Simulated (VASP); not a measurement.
Input of a VASP 6.6.1 run:

The input INCAR:

```
ALGO     = Normal         # electronic algorithm
EDIFF    = 1E-6           # SCF threshold, eV
ENCUT    = 520            # plane-wave cutoff, eV
GGA      = PE             # functional
ISIF     = 2              # what is computed and relaxed
ISMEAR   = 0              # smearing method
IVDW     = 12             # dispersion correction
LASPH    = True           # aspherical terms in the spheres
LCHARG   = True           # write CHGCAR
LELF     = True           # ELF
LREAL    = False          # projectors in reciprocal space
LVHAR    = True         
LWAVE    = False          # write WAVECAR
NBANDS   = 16             # bands
NELM     = 60             # most SCF steps
PREC     = Accurate       # precision mode
SIGMA    = 0.02           # smearing width, eV
```

KPOINTS

```
k-points
0
Gamma
  12 12 4
```

POSCAR

```
BN
1.0
    2.5095739876      0.0000000000      0.0000000000
   -1.2547869938      2.1733548259      0.0000000000
    0.0000000000      0.0000000000      6.9933900728
B N
2 2
Direct
    0.3333333333      0.6666666667      0.2500000000
    0.6666666667      0.3333333333      0.7500000000
    0.3333333333      0.6666666667      0.7500000000
    0.6666666667      0.3333333333      0.2500000000
```

Potentials or basis: VASP PAW PBE potentials, release 64 (B, N).

Launch:

```console
$ cat potpaw_PBE.64/B/POTCAR potpaw_PBE.64/N/POTCAR > POTCAR
$ mpirun -np 1 vasp_std > vasp.out
```

Task: Predict the pressure.

Result: -1.1 GPa.

Task: Predict the dispersion energy per atom.

Result: -0.132 eV.

Task: Estimate the band gap on the k mesh.

Result: 4.34 eV, indirect (least direct gap 4.64 eV).

Stress tensor (GPa, compression positive):
```
-0.99  0.00  0.00
 0.00 -0.99  0.00
 0.00  0.00 -1.28
```

 A k mesh can miss the band edges.
